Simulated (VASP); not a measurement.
# CaO (Fm-3m) in VASP: notebook, part 2 of 2

VASP 6.6.1. Earlier steps stand in the parts before.

## 6. Single point, PBE

Contents of INCAR:

```
SYSTEM = CaO
ALGO     = Normal         ! electronic algorithm
EDIFF    = 1E-6           ! SCF threshold, eV
ENCUT    = 520            ! plane-wave cutoff, eV
GGA      = PE             ! functional
ISIF     = 2              ! what is computed and relaxed
ISMEAR   = 0              ! smearing method
LASPH    = .True.         ! aspherical terms in the spheres
LCHARG   = .False.        ! write CHGCAR
LREAL    = .False.        ! projectors in reciprocal space
LWAVE    = .False.        ! write WAVECAR
NBANDS   = 15             ! bands
NELM     = 60             ! most SCF steps
PREC     = Accurate       ! precision mode
SIGMA    = 0.025          ! smearing width, eV
```

Contents of KPOINTS:

```
k-points
0
Gamma
  10 10 10
  0 0 0
```

Contents of POSCAR:

```
CaO
1.0
    0.0000000000      2.4035556960      2.4035556960
    2.4035556960      0.0000000000      2.4035556960
    2.4035556960      2.4035556960      0.0000000000
Ca O
1 1
Direct
    0.0000000000      0.0000000000      0.0000000000
    0.5000000000      0.5000000000      0.5000000000
```

Potentials or basis: VASP PAW PBE potentials, release 64 (Ca_sv, O).

Started as:

```console
> cat potpaw_PBE.64/Ca_sv/POTCAR potpaw_PBE.64/O/POTCAR > POTCAR
> mpirun -np 1 vasp_std > vasp.out
```

OUTCAR:

```text
SYSTEM = CaO
   EDIFF = 1E-6
   ENCUT = 520
   GGA = PE
   ISIF = 2
   ISMEAR = 0
   LASPH = .True.
   LREAL = .False.
   NELM = 60
   PREC = Accurate

 ion  position               nearest neighbor table
   1  0.000  0.000  0.000-   2 2.40   2 2.40   2 2.40   2 2.40   2 2.40   2 2.40
   2  0.500  0.500  0.500-   1 2.40   1 2.40   1 2.40   1 2.40   1 2.40   1 2.40

  LATTYP: Found a face centered cubic cell.
 ALAT       =     4.8071113920

  Lattice vectors:

 A1 = (   0.0000000000,   2.4035556960,   2.4035556960)
 A2 = (   2.4035556960,   0.0000000000,   2.4035556960)
 A3 = (   2.4035556960,   2.4035556960,   0.0000000000)

Analysis of symmetry for initial positions (statically):
=====================================================================
 Subroutine PRICEL returns:
 Original cell was already a primitive cell.

 Routine SETGRP: Setting up the symmetry group for a
 face centered cubic supercell.

 Subroutine GETGRP returns: Found 48 space group operations
 (whereof 48 operations were pure point group operations)
 out of a pool of 48 trial point group operations.

The static configuration has the point symmetry O_h .

Analysis of symmetry for dynamics (positions and initial velocities):
=====================================================================
 Subroutine PRICEL returns:
 Original cell was already a primitive cell.

 Routine SETGRP: Setting up the symmetry group for a
 face centered cubic supercell.

 Subroutine GETGRP returns: Found 48 space group operations
 (whereof 48 operations were pure point group operations)
 out of a pool of 48 trial point group operations.

The dynamic configuration has the point symmetry O_h .

 Subroutine INISYM returns: Found 48 space group operations
 (whereof 48 operations are pure point group operations),
 and found     1 'primitive' translations

----------------------------------------------------------------------------------------

                                     Primitive cell

  volume of cell :      27.7711

[... 118 lines left out ...]
   LRPA    =     F    only Hartree local field effects (RPA)
 non-spin polarized calculation
 Gauss-broadening in eV      SIGMA  =   0.03
  energy-cutoff  :      520.00
  volume of cell :       27.77
 maximum number of plane-waves:       763
 NGX is ok and might be reduce to    28
   NGX = 13   NGY = 13   NGZ = 13

 number of electron      15.9999997 magnetization

 Free energy of the ion-electron system (eV)
  ---------------------------------------------------
  ext. energy  EPLUGINS =         0.00000000
  ---------------------------------------------------
  free energy    TOTEN  =       -12.80137705 eV

  energy without entropy =      -12.80137705  energy(sigma->0) =      -12.80137705

 E-fermi :   2.6163     XC(G=0): -10.4732

 val. band max:        2.3477006556   @ k =   0.0000   0.0000   0.0000
 cond. band min:       5.9830926036   @ k =   0.5000   0.5000   0.0000
 fundamental gap:      3.6353919480
 Fermi energy:         2.6163015025

 k-point     1 :       0.0000    0.0000    0.0000
  band No.  band energies     occupation
      1     -35.2914      2.00000
      2     -16.0556      2.00000
      3     -16.0556      2.00000
      4     -16.0556      2.00000
      5     -13.1836      2.00000
      6       2.3477      2.00000
      7       2.3477      2.00000
      8       2.3477      2.00000
      9       7.0571      0.00000
     10       8.5718      0.00000
     11       8.5718      0.00000
     12       8.5718      0.00000
     13      10.0746      0.00000
     14      10.0746      0.00000
[... 401 lines left out ...]
      2     -16.6989      2.00000
      3     -16.2545      2.00000
      4     -16.2275      2.00000
      5     -12.6649      2.00000
      6       0.6713      2.00000
      7       1.7941      2.00000
      8       1.8942      2.00000
      9       6.6524      0.00000
     10       9.9896      0.00000
     11      11.1211      0.00000
     12      11.2060      0.00000
     13      11.3435      0.00000
     14      13.1499      0.00000
     15      17.9188      0.00000

 [... further k-points ...]

------------------------ aborting loop because EDIFF is reached ----------------------------------------

  FORCE on cell =-STRESS in cart. coord.  units (eV):
  Direction    XX          YY          ZZ          XY          YZ          ZX
  --------------------------------------------------------------------------------------
  -------------------------------------------------------------------------------------
  Total        0.3769269      0.3769269      0.3769269     -0.0000000      0.0000000     -0.0000000
  in kB       21.7457870     21.7457870     21.7457870     -0.0000000      0.0000000     -0.0000000
  external PRESSURE =      21.7457870 kB  Pullay stress =       0.0000000 kB

 VOLUME and BASIS-vectors are now :
 -----------------------------------------------------------------------------
  energy-cutoff  :      520.00
  volume of cell :       27.77
      direct lattice vectors                 reciprocal lattice vectors
     0.000000000  2.403555696  2.403555696    -0.208025136  0.208025136  0.208025136
     2.403555696  0.000000000  2.403555696     0.208025136 -0.208025136  0.208025136
     2.403555696  2.403555696  0.000000000     0.208025136  0.208025136 -0.208025136

 POSITION                                       TOTAL-FORCE (eV/Angst)
 -----------------------------------------------------------------------------------
      0.00000      0.00000      0.00000        -0.000000      0.000000      0.000000
      2.40356      2.40356      2.40356         0.000000      0.000000     -0.000000
 -----------------------------------------------------------------------------------
    total drift:                                0.000000      0.000000      0.000000

  FREE ENERGIE OF THE ION-ELECTRON SYSTEM (eV)
  ---------------------------------------------------
  free  energy   TOTEN  =       -12.8013770495 eV

  energy  without entropy=      -12.8013770495  energy(sigma->0) =      -12.80137705
```

stdout:

```text
POSCAR found type information on POSCAR CaO
 POSCAR found :  2 types and       2 ions
 scaLAPACK will be used
 LDA part: xc-table for (Slater+PW92), standard interpolation
 POSCAR, INCAR and KPOINTS ok, starting setup
 FFT: planning ... GRIDC
 FFT: planning ... GRID_SOFT
 FFT: planning ... GRID
 WAVECAR not read
 entering main loop
```

Run time: 18 s. Hardware: 1 thread of Intel Xeon Platinum 8375C at 2.90GHz (Ice Lake), shared host; peak memory 0.16 GiB.

Results:

```yaml
Free_energy: -12.8014 eV
Pressure: 2.2 GPa
Band_gap_on_the_k_mesh: 3.64 eV, indirect (least direct gap 4.01 eV)
```

Levels at points of the mesh, in eV from the valence-band top:
| k point | band 6 | band 7 | band 8 | band 9 | band 10 | band 11 |
| --- | --- | --- | --- | --- | --- | --- |
| (0.00, 0.00, 0.00) | 0.00 | 0.00 | 0.00 | 4.71 | 6.22 | 6.22 |
| (0.50, 0.00, 0.00) | -2.64 | -1.20 | -1.20 | 7.05 | 8.35 | 8.35 |
| (0.50, 0.50, 0.00) | -1.30 | -0.37 | -0.37 | 3.64 | 8.04 | 8.89 |

A k mesh can miss the band edges.

## 7. The runs side by side

| smearing | gap on the mesh (eV) | pressure (GPa) |
| --- | --- | --- |
| gaussian 0.02 eV | 3.64 | 2.2 |
| gaussian 0.021 eV | 3.64 | 2.2 |
| gaussian 0.023 eV | 3.64 | 2.2 |
| gaussian 0.024 eV | 3.64 | 2.2 |
| gaussian 0.025 eV | 3.64 | 2.2 |

Alike in all rows: task single point; level PBE; potentials or basis VASP PAW PBE potentials, release 64 (Ca_sv, O); no spin polarisation; cell as given; k mesh 10 × 10 × 10; cutoff (eV) 520.

On the cell as given the gap runs from 3.64 eV (PBE) to 3.64 eV (PBE).

Absolute energies hang on the potentials; compare differences alone.
